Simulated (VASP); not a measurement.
# TiC in VASP: a series of runs

The runs below take TiC through single point, with PBE, r2SCAN.

All numbers are computed with VASP 6.6.1; they aren't measurements. Logs are shortened: lines on timing, memory, paths and dates and some standing lists are left out, and cuts for length are marked.

## (1) The cell of the first run

Symmetry: Fm-3m, No. 225, cubic system. Conventional cell: a = 4.172 Å, b = 4.172 Å, c = 4.172 Å, α = 90.00°, β = 90.00°, γ = 90.00°. Ti (site symmetry m-3m) has 6 C at 2.09 Å within 2.8 Å. C (site symmetry m-3m) has 6 Ti at 2.09 Å within 2.8 Å.

## (2) Single point, PBE (strained)

INCAR reads:

```
SYSTEM = TiC
PREC = Accurate
ENCUT = 520
EDIFF = 1E-6
ISMEAR = 0
SIGMA = 0.1
LREAL = .FALSE.
LASPH = .TRUE.
NELM = 60
ALGO = Normal
ISIF = 2
LWAVE = .FALSE.
LCHARG = .FALSE.
GGA = PE
NBANDS = 15
```

KPOINTS reads:

```
regular mesh
0
G
  16 16 16
  0 0 0
```

POSCAR reads:

```
TiC
1.0
    0.0000000000      2.0860743600      2.0860743600
    2.0860743600      0.0000000000      2.0860743600
    2.0860743600      2.0860743600      0.0000000000
Ti C
1 1
Direct
    0.0000000000      0.0000000000      0.0000000000
    0.5000000000      0.5000000000      0.5000000000
```

Potentials or basis: VASP PAW PBE potentials, release 64 (Ti_sv, C).

On the command line:

```
cat potpaw_PBE.64/Ti_sv/POTCAR potpaw_PBE.64/C/POTCAR > POTCAR
mpirun -np 1 vasp_std > vasp.out
```

OUTCAR:

```text
SYSTEM = TiC
   PREC = Accurate
   ENCUT = 520
   EDIFF = 1E-6
   ISMEAR = 0
   LREAL = .FALSE.
   LASPH = .TRUE.
   NELM = 60
   ISIF = 2
   GGA = PE

 ion  position               nearest neighbor table
   1  0.000  0.000  0.000-   2 2.09   2 2.09   2 2.09   2 2.09   2 2.09   2 2.09
   2  0.500  0.500  0.500-   1 2.09   1 2.09   1 2.09   1 2.09   1 2.09   1 2.09

  LATTYP: Found a face centered cubic cell.
 ALAT       =     4.1721487200

  Lattice vectors:

 A1 = (   0.0000000000,   2.0860743600,   2.0860743600)
 A2 = (   2.0860743600,   0.0000000000,   2.0860743600)
 A3 = (   2.0860743600,   2.0860743600,   0.0000000000)

Analysis of symmetry for initial positions (statically):
=====================================================================
 Subroutine PRICEL returns:
 Original cell was already a primitive cell.

 Routine SETGRP: Setting up the symmetry group for a
 face centered cubic supercell.

 Subroutine GETGRP returns: Found 48 space group operations
 (whereof 48 operations were pure point group operations)
 out of a pool of 48 trial point group operations.

The static configuration has the point symmetry O_h .

Analysis of symmetry for dynamics (positions and initial velocities):
=====================================================================
 Subroutine PRICEL returns:
 Original cell was already a primitive cell.

 Routine SETGRP: Setting up the symmetry group for a
 face centered cubic supercell.

 Subroutine GETGRP returns: Found 48 space group operations
 (whereof 48 operations were pure point group operations)
 out of a pool of 48 trial point group operations.

The dynamic configuration has the point symmetry O_h .

 Subroutine INISYM returns: Found 48 space group operations
 (whereof 48 operations are pure point group operations),
 and found     1 'primitive' translations

----------------------------------------------------------------------------------------

                                     Primitive cell

  volume of cell :      18.1560

  direct lattice vectors                    reciprocal lattice vectors
     0.000000000  2.086074360  2.086074360    -0.239684649  0.239684649  0.239684649
     2.086074360  0.000000000  2.086074360     0.239684649 -0.239684649  0.239684649
     2.086074360  2.086074360  0.000000000     0.239684649  0.239684649 -0.239684649

  length of vectors
     2.950154652  2.950154652  2.950154652     0.415145989  0.415145989  0.415145989

  position of ions in fractional coordinates (direct lattice)
     0.000000000  0.000000000  0.000000000
     0.500000000  0.500000000  0.500000000

  ion indices of the primitive-cell ions
   primitive index   ion index
                 1           1
                 2           2

[... 88 lines left out ...]
   IALGO  =     38    algorithm
   IMIX   =      4    mixing-type and parameters
     AMIX     =   0.40;   BMIX     =  1.00
     AMIX_MAG =   1.60;   BMIX_MAG =  1.00
  volume/ion in A,a.u.               =       9.08        61.26
  Fermi-wavevector in a.u.,A,eV,Ry     =   1.569550  2.966019 33.517761  2.463486
  Thomas-Fermi vector in A             =   2.671415
   LORBIT       =      0    0 simple, 1 ext, 2 COOP (PROOUT), +10 PAW based schemes
   GGA     = PE    functional components
   LHFCALC =     F    Hartree Fock is set to
   AEXX    =    0.0000 exact exchange contribution
   IVDW    =     0    specifies the selected vdW correction
   LEPSILON=     F    determine dielectric tensor
   LRPA    =     F    only Hartree local field effects (RPA)
 non-spin polarized calculation
 Gauss-broadening in eV      SIGMA  =   0.10
  energy-cutoff  :      520.00
  volume of cell :       18.16
 maximum number of plane-waves:       531
 NGX is ok and might be reduce to    24
   NGX = 11   NGY = 11   NGZ = 11

 number of electron      15.9999996 magnetization

 Free energy of the ion-electron system (eV)
  ---------------------------------------------------
  ext. energy  EPLUGINS =         0.00000000
  ---------------------------------------------------
  free energy    TOTEN  =       -18.48538642 eV

  energy without entropy =      -18.48369777  energy(sigma->0) =      -18.48454209

 E-fermi :  10.7855     XC(G=0): -13.2906

 val. band max:       10.7803792641   @ k =   0.4375   0.4375   0.0000
 cond. band min:      10.8643808702   @ k =   0.4375   0.3750   0.0000
 fundamental gap:      0.0840016060
 Fermi energy:        10.7854519134

 k-point     1 :       0.0000    0.0000    0.0000
  band No.  band energies     occupation
      1     -45.4762      2.00000
      2     -21.4247      2.00000
      3     -21.4247      2.00000
      4     -21.4247      2.00000
      5      -2.1266      2.00000
      6      11.5140      0.00000
      7      11.5140      0.00000
      8      11.5140      0.00000
      9      12.6136      0.00000
     10      12.6136      0.00000
     11      12.6136      0.00000
     12      12.7477      0.00000
     13      12.7477      0.00000
     14      23.0021      0.00000
[... 401 lines left out ...]
      2     -21.4960      2.00000
      3     -21.4440      2.00000
      4     -21.4259      2.00000
      5      -1.8569      2.00000
      6      10.5274      1.99974
      7      10.7056      1.74103
      8      10.7263      1.59712
      9      11.6432      0.00000
     10      12.3325      0.00000
     11      13.2844      0.00000
     12      13.9914      0.00000
     13      14.9398      0.00000
     14      23.3818      0.00000
     15      25.4835      0.00000

 [... further k-points ...]

------------------------ aborting loop because EDIFF is reached ----------------------------------------

  FORCE on cell =-STRESS in cart. coord.  units (eV):
  Direction    XX          YY          ZZ          XY          YZ          ZX
  --------------------------------------------------------------------------------------
  -------------------------------------------------------------------------------------
  Total        4.0494121      4.0494121      4.0494121     -0.0000000      0.0000000      0.0000000
  in kB      357.3412912    357.3412912    357.3412912     -0.0000000      0.0000000      0.0000000
  external PRESSURE =     357.3412912 kB  Pullay stress =       0.0000000 kB

 VOLUME and BASIS-vectors are now :
 -----------------------------------------------------------------------------
  energy-cutoff  :      520.00
  volume of cell :       18.16
      direct lattice vectors                 reciprocal lattice vectors
     0.000000000  2.086074360  2.086074360    -0.239684649  0.239684649  0.239684649
     2.086074360  0.000000000  2.086074360     0.239684649 -0.239684649  0.239684649
     2.086074360  2.086074360  0.000000000     0.239684649  0.239684649 -0.239684649

 POSITION                                       TOTAL-FORCE (eV/Angst)
 -----------------------------------------------------------------------------------
      0.00000      0.00000      0.00000         0.000000      0.000000     -0.000000
      2.08607      2.08607      2.08607         0.000000     -0.000000      0.000000
 -----------------------------------------------------------------------------------
    total drift:                                0.000000     -0.000000     -0.000000

  FREE ENERGIE OF THE ION-ELECTRON SYSTEM (eV)
  ---------------------------------------------------
  free  energy   TOTEN  =       -18.4853864209 eV

  energy  without entropy=      -18.4836977680  energy(sigma->0) =      -18.48454209
```

OSZICAR:

```text
N       E                     dE             d eps       ncg     rms          rms(c)
DAV:   1     0.117819796574E+03    0.11782E+03   -0.78798E+03  4350   0.130E+03
DAV:   2    -0.164274124056E+02   -0.13425E+03   -0.12504E+03  4644   0.337E+02
DAV:   3    -0.235436543097E+02   -0.71162E+01   -0.70107E+01  5476   0.766E+01
DAV:   4    -0.237722621302E+02   -0.22861E+00   -0.22841E+00  5488   0.123E+01
DAV:   5    -0.237776767971E+02   -0.54147E-02   -0.54126E-02  5542   0.168E+00    0.210E+01
DAV:   6    -0.188460762681E+02    0.49316E+01   -0.10758E+01  6243   0.570E+01    0.650E+00
DAV:   7    -0.184851726704E+02    0.36090E+00   -0.16315E+00  5026   0.183E+01    0.590E+00
DAV:   8    -0.184778100997E+02    0.73626E-02   -0.11752E-01  5168   0.466E+00    0.199E+00
DAV:   9    -0.184877180769E+02   -0.99080E-02   -0.40446E-02  5758   0.171E+00    0.892E-01
DAV:  10    -0.184860473387E+02    0.16707E-02   -0.51956E-03  5346   0.992E-01    0.520E-01
DAV:  11    -0.184854135345E+02    0.63380E-03   -0.14768E-03  4903   0.606E-01    0.369E-02
DAV:  12    -0.184853893217E+02    0.24213E-04   -0.13540E-04  4980   0.170E-01    0.104E-02
DAV:  13    -0.184853868049E+02    0.25168E-05   -0.56585E-06  5330   0.273E-02    0.783E-03
DAV:  14    -0.184853864209E+02    0.38405E-06   -0.13490E-06  3614   0.197E-02
   1 F= -.18485386E+02 E0= -.18484542E+02  d E =-.168865E-02
```

Run time: 29 s. Hardware: 1 thread of Intel Xeon Platinum 8488C (Sapphire Rapids), shared host; peak memory 0.16 GiB.

What came out:

| Quantity | Value |
| --- | --- |
| Free energy | -18.4854 eV |
| Pressure | 35.7 GPa |
| Band gap on the k mesh | zero (band 8 reaches 11.51 eV, above the bottom of band 9 at 10.36 eV) |

Caveat: the cell differs from its parent crystal (strained).

## (3) Single point, r2SCAN (functional r2SCAN, strained)

POSCAR reads:

```
TiC
1.0
    0.0000000000      2.1448486000      2.1448486000
    2.1448486000      0.0000000000      2.1448486000
    2.1448486000      2.1448486000      0.0000000000
Ti C
1 1
Direct
    0.0000000000      0.0000000000      0.0000000000
    0.5000000000      0.5000000000      0.5000000000
```

INCAR.step1 reads:

```
PREC = Accurate ; ENCUT = 520
ISMEAR = 0 ; SIGMA = 0.1
LREAL = False ; LASPH = True
NELM = 60 ; NBANDS = 15
GGA = PE ; ALGO = Normal
EDIFF = 1E-4 ; LWAVE = True
LCHARG = False
```

INCAR.step2 reads:

```
PREC = Accurate ; ENCUT = 520
EDIFF = 1E-7 ; ISMEAR = 0
SIGMA = 0.1 ; LREAL = False
LASPH = True ; NELM = 60
ALGO = Normal ; ISIF = 2
LWAVE = False ; LCHARG = False
METAGGA = R2SCAN ; LMIXTAU = True
NBANDS = 15 ; ISTART = 1
```

KPOINTS reads:

```
Automatic mesh
0
Gamma
  16 16 16
```

Potentials or basis: VASP PAW PBE potentials, release 64 (Ti_sv, C).

On the command line:

```
cat potpaw_PBE.64/Ti_sv/POTCAR potpaw_PBE.64/C/POTCAR > POTCAR
cp INCAR.step1 INCAR
mpirun -np 1 vasp_std > vasp.out
cp INCAR.step2 INCAR
mpirun -np 1 vasp_std > vasp.out
```

It took 2.2 min on 1 thread of Intel Xeon Platinum 8488C (Sapphire Rapids), shared host; peak memory 0.16 GiB.

Results (log left out):

| Quantity | Value |
| --- | --- |
| Free energy | -24.8532 eV |
| Pressure | 8.4 GPa |
| Band gap on the k mesh | zero (band 8 reaches 10.71 eV, above the bottom of band 9 at 9.38 eV) |

Levels at points of the mesh, in eV from the Fermi level:
| k point | band 4 | band 5 | band 6 | band 7 | band 8 | band 9 | band 10 | band 11 | band 12 | band 13 |
| --- | --- | --- | --- | --- | --- | --- | --- | --- | --- | --- |
| (0.00, 0.00, 0.00) | -33.84 | -13.34 | 0.88 | 0.88 | 0.88 | 1.71 | 1.71 | 1.71 | 1.79 | 1.79 |
| (0.50, 0.00, 0.00) | -33.89 | -9.69 | -6.22 | -3.22 | -3.22 | 3.27 | 3.27 | 4.56 | 8.82 | 8.82 |
| (0.50, 0.50, 0.00) | -34.03 | -11.05 | -3.70 | -1.60 | -0.11 | -0.11 | 2.85 | 3.93 | 3.93 | 6.25 |

Caveat: the cell differs from its parent crystal (functional r2SCAN, strained); the PAW data sets were made with another functional, which shifts forces and pressure a little.

## (4) Single point, PBE (one atom moved)

Edit INCAR of step 2 so:

```diff
@@ -3,3 +3,3 @@
 ENCUT = 520
-EDIFF = 1E-6
+EDIFF = 1E-7
 ISMEAR = 0
```

KPOINTS reads:

```
Automatic mesh
0
G
  14 14 14
  0 0 0
```

POSCAR reads:

```
TiC
1.0
    0.0000000000      2.1640000000      2.1640000000
    2.1640000000      0.0000000000      2.1640000000
    2.1640000000      2.1640000000      0.0000000000
Ti C
1 1
Direct
    0.0207948244     -0.0207948244      0.0207948244
    0.5000000000      0.5000000000      0.5000000000
```

On the command line:

```
cat potpaw_PBE.64/Ti_sv/POTCAR potpaw_PBE.64/C/POTCAR > POTCAR
mpirun -np 1 vasp_std > vasp.out
```

Wall time 50 s (1 thread of Intel Xeon Platinum 8488C (Sapphire Rapids), shared host); peak memory 0.19 GiB.

The run converged. Its results:

```
Free energy            : -18.6720 eV
Pressure               : 2.0 GPa
Largest force          : 0.821 eV/Å
Band gap on the k mesh : zero (band 8 reaches 10.13 eV, above the bottom of band 9 at 9.01 eV)
```

Forces in eV/Å, atoms in the order of the input:
```
Ti   0.000 -0.821  0.000
C    0.000  0.821  0.000
```

Stress tensor (GPa, compression positive):
```
1.30 0.00 0.00
0.00 3.51 0.00
0.00 0.00 1.30
```

Levels at points of the mesh, in eV from the Fermi level:
| k point | band 4 | band 5 | band 6 | band 7 | band 8 | band 9 | band 10 | band 11 | band 12 | band 13 |
| --- | --- | --- | --- | --- | --- | --- | --- | --- | --- | --- |
| (0.00, 0.00, 0.00) | -32.64 | -12.44 | 0.41 | 0.41 | 0.65 | 0.90 | 1.68 | 1.91 | 1.91 | 2.48 |
| (0.50, 0.00, 0.00) | -32.69 | -8.97 | -5.88 | -2.94 | -2.92 | 2.87 | 2.89 | 4.07 | 7.58 | 8.08 |
| (0.50, 0.50, 0.00) | -32.81 | -10.15 | -3.48 | -1.87 | -0.13 | 0.16 | 2.77 | 3.48 | 3.48 | 5.77 |
| (0.50, 0.00, 0.50) | -32.82 | -10.16 | -3.44 | -1.67 | -0.08 | -0.08 | 2.68 | 3.48 | 3.48 | 5.70 |

Caveat: the cell differs from its parent crystal (one atom moved).

## (5) The runs side by side

| level | cell | k mesh | gap on the mesh (eV) | pressure (GPa) |
| --- | --- | --- | --- | --- |
| PBE | a = 2.950 Å, angles 60.0°, 2 atoms | 16 × 16 × 16 | none | 35.7 |
| r2SCAN | a = 3.033 Å, angles 60.0°, 2 atoms | 16 × 16 × 16 | none | 8.4 |
| PBE | a = 3.060 Å, angles 60.0°, 2 atoms | 14 × 14 × 14 | none | 2.0 |

Alike in all rows: task single point; potentials or basis VASP PAW PBE potentials, release 64 (Ti_sv, C); no spin polarisation; cutoff (eV) 520; smearing gaussian 0.1 eV.

Caveats: the PAW data sets were made with another functional, which shifts forces and pressure a little (some runs).

Absolute energies hang on the potentials; compare differences alone.
